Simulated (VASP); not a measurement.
# Al3H (Pm) in VASP: single point with PBE

Aim: the single point of Al3H with PBE.

All numbers are computed with VASP 6.6.1; they aren't measurements. Logs are shortened: lines on timing, memory, paths and dates and some standing lists are left out, and cuts for length are marked.

**1. The cell of the first run**

Symmetry: Pm, No. 6, monoclinic system. Conventional cell: a = 4.645 Å, b = 5.660 Å, c = 4.718 Å, α = 90.00°, β = 90.18°, γ = 90.00°. Al (site symmetry m) has 1 H at 1.81 Å within 2.4 Å. Al (site symmetry m) has 1 H at 1.80 Å within 2.4 Å. Within 2.4 Å of Al (site symmetry m) lie 1 H at 1.79 Å. Al (site symmetry m) has 1 H at 1.79 Å within 2.4 Å. Within 3.9 Å of Al (site symmetry 1) lie 10 Al at 2.73 to 2.83 Å and 8 H at 3.35 to 3.87 Å. H (site symmetry m) has 2 Al at 1.79 to 1.80 Å within 2.4 Å. Within 2.4 Å of H (site symmetry m) lie 2 Al at 1.79 to 1.81 Å.

**2. Single point, PBE**

Contents of INCAR:

```
SYSTEM = Al3H
ALGO     = Normal         ! electronic algorithm
EDIFF    = 1E-6           ! SCF threshold, eV
ENCUT    = 520            ! plane-wave cutoff, eV
GGA      = PE             ! functional
ISIF     = 2              ! what is computed and relaxed
ISMEAR   = 0              ! smearing method
LASPH    = .TRUE.         ! aspherical terms in the spheres
LCHARG   = .FALSE.        ! write CHGCAR
LREAL    = .FALSE.        ! projectors in reciprocal space
LWAVE    = .FALSE.        ! write WAVECAR
NBANDS   = 20             ! bands
NELM     = 80             ! most SCF steps
PREC     = Accurate       ! precision mode
SIGMA    = 0.1            ! smearing width, eV
```

Contents of KPOINTS:

```
k-points
0
G
  8 8 8
  0 0 0
```

Contents of POSCAR:

```
Al3H
1.0
    4.6351651809      0.0000000000      0.3029096090
    0.0000000000      5.6604501915      0.0000000000
   -0.3221362606      0.0000000000      4.7073877605
Al H
6 2
Direct
    1.0000674472      0.0000000000      0.5798544472
    0.9986812971      0.5000000000      0.5805491365
    0.5516437207      0.0000000000      0.9847482839
    0.4501161231      0.5000000000      0.9844960723
    0.4990871070      0.7500642194      0.4777072379
    0.4990871070      0.2499357806      0.4777072379
    0.0648691000      0.5000000000      0.9575718469
    0.9365818194      0.0000000000      0.9572310278
```

Potentials or basis: VASP PAW PBE potentials, release 64 (Al, H).

Run with:

```sh
cat potpaw_PBE.64/Al/POTCAR potpaw_PBE.64/H/POTCAR > POTCAR
mpirun -np 1 vasp_std > vasp.out
```

OUTCAR:

```text
SYSTEM = Al3H
   EDIFF = 1E-6
   ENCUT = 520
   GGA = PE
   ISIF = 2
   ISMEAR = 0
   LASPH = .TRUE.
   LREAL = .FALSE.
   NELM = 80
   PREC = Accurate

 ion  position               nearest neighbor table
   1  0.000  0.000  0.580-   8 1.81   6 2.76   5 2.76   5 2.76   6 2.76   2 2.83   2 2.83   3 2.83
                             3 3.19
   2  0.999  0.500  0.581-   7 1.80   6 2.76   5 2.76   6 2.77   5 2.77   4 2.83   1 2.83   1 2.83
                             4 3.19
   3  0.552  0.000  0.985-   8 1.79   6 2.73   5 2.73   5 2.79   6 2.79   1 2.83   4 2.87   4 2.87
                             1 3.19
   4  0.450  0.500  0.984-   7 1.79   6 2.73   5 2.73   5 2.79   6 2.79   2 2.83   3 2.87   3 2.87
                             2 3.19
   5  0.499  0.750  0.478-   4 2.73   3 2.73   1 2.76   2 2.76   1 2.76   2 2.77   4 2.79   3 2.79
                             6 2.83   6 2.83
   6  0.499  0.250  0.478-   4 2.73   3 2.73   1 2.76   2 2.76   1 2.76   2 2.77   4 2.79   3 2.79
                             5 2.83   5 2.83
   7  0.065  0.500  0.958-   4 1.79   2 1.80
   8  0.937  0.000  0.957-   3 1.79   1 1.81

  LATTYP: Found a simple monoclinic cell.
 ALAT       =     4.6450522586
 B/A-ratio  =     1.2185977415
 C/A-ratio  =     1.0157898875
 COS(beta)  =    -0.0030679918

  Lattice vectors:

 A1 = (   4.6351651809,   0.0000000000,   0.3029096090)
 A2 = (   0.0000000000,   5.6604501915,   0.0000000000)
 A3 = (  -0.3221362606,   0.0000000000,   4.7073877605)

Analysis of symmetry for initial positions (statically):
=====================================================================
 Subroutine PRICEL returns:
 Original cell was already a primitive cell.

 Routine SETGRP: Setting up the symmetry group for a
 simple monoclinic supercell.

 Subroutine GETGRP returns: Found  2 space group operations
 (whereof  2 operations were pure point group operations)
 out of a pool of  4 trial point group operations.

The static configuration has the point symmetry C_1h.

Analysis of symmetry for dynamics (positions and initial velocities):
=====================================================================
 Subroutine PRICEL returns:
 Original cell was already a primitive cell.

 Routine SETGRP: Setting up the symmetry group for a
 simple monoclinic supercell.

 Subroutine GETGRP returns: Found  2 space group operations
 (whereof  2 operations were pure point group operations)
 out of a pool of  4 trial point group operations.

The dynamic configuration has the point symmetry C_1h.

 Subroutine INISYM returns: Found  2 space group operations
 (whereof  2 operations are pure point group operations),
 and found     1 'primitive' translations

----------------------------------------------------------------------------------------

                                     Primitive cell

  volume of cell :     124.0606

  direct lattice vectors                    reciprocal lattice vectors
     4.635165181  0.000000000  0.302909609     0.214781526  0.000000000  0.014697943
     0.000000000  5.660450191  0.000000000     0.000000000  0.176664393  0.000000000
    -0.322136261  0.000000000  4.707387760    -0.013820699  0.000000000  0.211486264

  length of vectors
     4.645052259  5.660450191  4.718397111     0.215283844  0.176664393  0.211937377

  position of ions in fractional coordinates (direct lattice)
     0.000067447  0.000000000  0.579854447
     0.998681297  0.500000000  0.580549136
     0.551643721  0.000000000  0.984748284
     0.450116123  0.500000000  0.984496072
     0.499087107  0.750064219  0.477707238
     0.499087107  0.249935781  0.477707238
     0.064869100  0.500000000  0.957571847
     0.936581819  0.000000000  0.957231028

  ion indices of the primitive-cell ions
   primitive index   ion index
                 1           1
                 2           2
                 3           3
                 4           4
                 5           5
                 6           6
                 7           7
                 8           8

----------------------------------------------------------------------------------------

 KPOINTS: k-points

Automatic generation of k-mesh.
 Grid dimensions read from file:
 generate k-points for:    8    8    8

 Generating k-lattice:

  Cartesian coordinates                     Fractional coordinates (reciprocal lattice)
     0.026847691  0.000000000  0.001837243     0.125000000  0.000000000 -0.000000000
     0.000000000  0.022083049  0.000000000     0.000000000  0.125000000  0.000000000
    -0.001727587  0.000000000  0.026435783     0.000000000  0.000000000  0.125000000

  Length of vectors
     0.026910481  0.022083049  0.026492172

  Shift w.r.t. Gamma in fractional coordinates (k-lattice)
     0.000000000  0.000000000  0.000000000

 Subroutine IBZKPT returns following result:
 ===========================================

 Found    170 irreducible k-points:

 Following reciprocal coordinates:
            Coordinates               Weight
  0.000000  0.000000  0.000000      1.000000
  0.125000  0.000000  0.000000      2.000000
  0.250000  0.000000  0.000000      2.000000
  0.375000  0.000000  0.000000      2.000000
  0.500000  0.000000  0.000000      1.000000
  0.000000  0.125000  0.000000      2.000000
[... 16 lines left out ...]
  0.250000  0.500000  0.000000      2.000000
  0.375000  0.500000  0.000000      2.000000
 [... further k-points ...]
   k-points           NKPTS =    170   k-points in BZ     NKDIM =    170   number of bands    NBANDS=     20
   number of dos      NEDOS =    301   number of ions     NIONS =      8
   total plane-waves  NPLWV =  54432
   dimension x,y,z NGX =    36 NGY =   42 NGZ =   36
   dimension x,y,z NGXF=    72 NGYF=   84 NGZF=   72
   ions per type =               6   2
   NGX,Y,Z   is equivalent  to a cutoff of  12.88, 12.34, 12.68 a.u.
   NGXF,Y,Z  is equivalent  to a cutoff of  25.77, 24.67, 25.37 a.u.
 SYSTEM =  Al3H
   PREC   = accura    normal or accurate (medium, high low for compatibility)
   ISTART =      0    job   : 0-new  1-cont  2-samecut
   ICHARG =      2    charge: 1-file 2-atom 10-const
   ISPIN  =      1    spin polarized calculation?
   LNONCOLLINEAR =      F non collinear calculations
   LSORBIT =      F    spin-orbit coupling
   LASPH  =      T    aspherical Exc in radial PAW
   ENCUT  =  520.0 eV  38.22 Ry    6.18 a.u.   8.64 10.52  8.77*2*pi/ulx,y,z
   NELM   =     80;   NELMIN=  2; NELMDL= -5     # of ELM steps
   EDIFF  = 0.1E-05   stopping-criterion for ELM
   LREAL  =      F    real-space projection
   EDIFFG = 0.1E-04   stopping-criterion for IOM
   NSW    =      0    number of steps for IOM
   IBRION =     -1    ionic relax: 0-MD 1-quasi-New 2-CG
   NFREE  =      0    steps in history (QN), initial steepest desc. (CG)
   ISIF   =      2    stress and relaxation
   ISYM   =      2    0-nonsym 1-usesym 2-fastsym
   POTIM  = 0.5000    time-step for ionic-motion
   TEBEG  =    0.0;   TEEND  =   0.0 temperature during run
   PSTRESS=    0.0 pullay stress
   NELECT =      20.0000    total number of electrons
   NUPDOWN=      -1.0000    fix difference up-down
   EMIN   =  10.00;   EMAX   =-10.00  energy-range for DOS
   EFERMI =   0.00;   METHOD = LEGACY
   ISMEAR =     0;   SIGMA  =   0.10  broadening in eV -4-tet -1-fermi 0-gaus
   EFERMI_NEDOS =   21; number of points for ismear=-14 and -15
   IALGO  =     38    algorithm
   IMIX   =      4    mixing-type and parameters
     AMIX     =   0.40;   BMIX     =  1.00
     AMIX_MAG =   1.60;   BMIX_MAG =  1.00
  volume/ion in A,a.u.               =      15.51       104.65
  Fermi-wavevector in a.u.,A,eV,Ry     =   0.890991  1.683730 10.801197  0.793866
  Thomas-Fermi vector in A             =   2.012754
   LORBIT       =      0    0 simple, 1 ext, 2 COOP (PROOUT), +10 PAW based schemes
   GGA     = PE    functional components
   LHFCALC =     F    Hartree Fock is set to
   AEXX    =    0.0000 exact exchange contribution
   IVDW    =     0    specifies the selected vdW correction
   LEPSILON=     F    determine dielectric tensor
   LRPA    =     F    only Hartree local field effects (RPA)
 non-spin polarized calculation
 Gauss-broadening in eV      SIGMA  =   0.10
  energy-cutoff  :      520.00
  volume of cell :      124.06
 maximum number of plane-waves:      3369
   NGX = 17   NGY = 21   NGZ = 17

 number of electron      19.9999998 magnetization

 Free energy of the ion-electron system (eV)
  ---------------------------------------------------
  ext. energy  EPLUGINS =         0.00000000
  ---------------------------------------------------
  free energy    TOTEN  =       -27.93940091 eV

  energy without entropy =      -27.92804011  energy(sigma->0) =      -27.93372051

 E-fermi :   6.0265     XC(G=0):  -9.4245

 val. band max:        5.9979226675   @ k =   0.3750   0.3750   0.5000
 cond. band min:       6.0316014840   @ k =   0.5000   0.3750   0.0000
 fundamental gap:      0.0336788166
 Fermi energy:         6.0264775160

 k-point     1 :       0.0000    0.0000    0.0000
  band No.  band energies     occupation
      1      -4.6417      2.00000
      2      -1.1528      2.00000
      3       0.5635      2.00000
      4       0.7726      2.00000
      5       1.8173      2.00000
      6       2.1861      2.00000
[... 12 lines left out ...]
     19       9.7994      0.00000
     20      11.9223      0.00000

 k-point     2 :       0.1250    0.0000    0.0000
  band No.  band energies     occupation
      1      -4.5409      2.00000
      2      -1.1334      2.00000
      3       0.3668      2.00000
      4       0.6561      2.00000
      5       1.4653      2.00000
      6       2.3662      2.00000
[... 12 lines left out ...]
     19      11.0324      0.00000
     20      11.1824      0.00000
[... 465 lines left out ...]
      3       0.0564      2.00000
      4       0.0564      2.00000
      5       2.6118      2.00000
      6       2.6167      2.00000
[... 12 lines left out ...]
     19      12.1332      0.00000
     20      12.1435      0.00000

 k-point    24 :       0.3750    0.5000    0.0000
  band No.  band energies     occupation
      1      -2.7320      2.00000
      2      -2.7311      2.00000
      3      -0.8695      2.00000
      4      -0.8694      2.00000
      5       2.8148      2.00000
      6       2.8198      2.00000
[... 12 lines left out ...]
     19      12.4368      0.00000
     20      12.4399      0.00000

 [... further k-points ...]
[... 5 lines left out ...]
  --------------------------------------------------------------------------------------
  -------------------------------------------------------------------------------------
  Total       -0.0566600     -0.0439296     -0.0430579      0.0000000      0.0000000      0.0086519
  in kB       -0.7317333     -0.5673272     -0.5560695      0.0000000      0.0000000      0.1117350
  external PRESSURE =      -0.6183767 kB  Pullay stress =       0.0000000 kB

 VOLUME and BASIS-vectors are now :
 -----------------------------------------------------------------------------
  energy-cutoff  :      520.00
  volume of cell :      124.06
      direct lattice vectors                 reciprocal lattice vectors
     4.635165181  0.000000000  0.302909609     0.214781526  0.000000000  0.014697943
     0.000000000  5.660450191  0.000000000     0.000000000  0.176664393  0.000000000
    -0.322136261  0.000000000  4.707387760    -0.013820699  0.000000000  0.211486264

 POSITION                                       TOTAL-FORCE (eV/Angst)
 -----------------------------------------------------------------------------------
     -0.18648      0.00000      2.72962        -0.000254      0.000000      0.003708
      4.44204      2.83023      3.03538         0.001299      0.000000      0.004360
      2.23974      0.00000      4.80269         0.004544      0.000000      0.000898
      1.76922      2.83023      4.77075        -0.005813      0.000000      0.000293
      2.15946      4.24570      2.39993         0.000666      0.000028     -0.001555
      2.15946      1.41475      2.39993         0.000666     -0.000028     -0.001555
     -0.00779      2.83023      4.52731         0.002203      0.000000     -0.002853
      4.03285      0.00000      4.78976        -0.003312      0.000000     -0.003297
 -----------------------------------------------------------------------------------
    total drift:                               -0.000028     -0.000000      0.000187

  FREE ENERGIE OF THE ION-ELECTRON SYSTEM (eV)
  ---------------------------------------------------
  free  energy   TOTEN  =       -27.9394009122 eV

  energy  without entropy=      -27.9280401096  energy(sigma->0) =      -27.93372051
```

It took 2.6 min on 1 thread of Intel Xeon 6975P-C (Granite Rapids), shared host; peak memory 0.43 GiB.

What came out:

```
Free energy            : -27.9394 eV
Pressure               : -0.1 GPa
Largest force          : 0.006 eV/Å
Band gap on the k mesh : zero (bands 10 and 11 overlap by 3.83 eV)
```

Forces in eV/Å, atoms in the order of the input:
```
Al   0.000  0.000  0.004
Al   0.001  0.000  0.004
Al   0.005  0.000  0.001
Al  -0.006  0.000  0.000
Al   0.001  0.000 -0.002
Al   0.001  0.000 -0.002
H    0.002  0.000 -0.003
H   -0.003  0.000 -0.003
```

Levels at points of the mesh, in eV from the Fermi level:
```csv
k point,band 6,band 7,band 8,band 9,band 10,band 11,band 12,band 13,band 14,band 15
"(0.00, 0.00, 0.00)",-3.84,-3.22,-2.45,-0.45,0.07,0.26,1.04,1.09,1.46,1.81
"(0.50, 0.00, 0.00)",-3.48,-3.25,-3.09,-2.33,-0.35,0.04,1.12,1.36,2.12,2.23
"(0.00, 0.50, 0.00)",-3.14,-2.44,-2.44,-2.09,-2.09,-0.59,-0.58,2.93,2.95,3.89
"(0.50, 0.50, 0.00)",-3.08,-2.05,-2.05,-1.20,-1.20,0.75,0.77,1.07,1.07,2.57
"(0.00, 0.00, 0.50)",-3.56,-3.14,-2.92,-1.92,-0.76,0.77,0.98,1.59,2.08,2.66
"(0.50, 0.00, 0.50)",-4.06,-2.99,-2.87,-2.64,-2.36,-1.90,1.32,3.75,3.86,5.03
"(0.00, 0.50, 0.50)",-3.10,-1.85,-1.84,-1.10,-1.10,0.77,0.77,1.08,1.08,2.57
"(0.50, 0.50, 0.50)",-5.93,-4.75,-4.75,1.93,1.93,2.10,2.10,2.67,2.68,3.88
```

The gap in the log of VASP goes by the Fermi energy; the results here count the filled bands.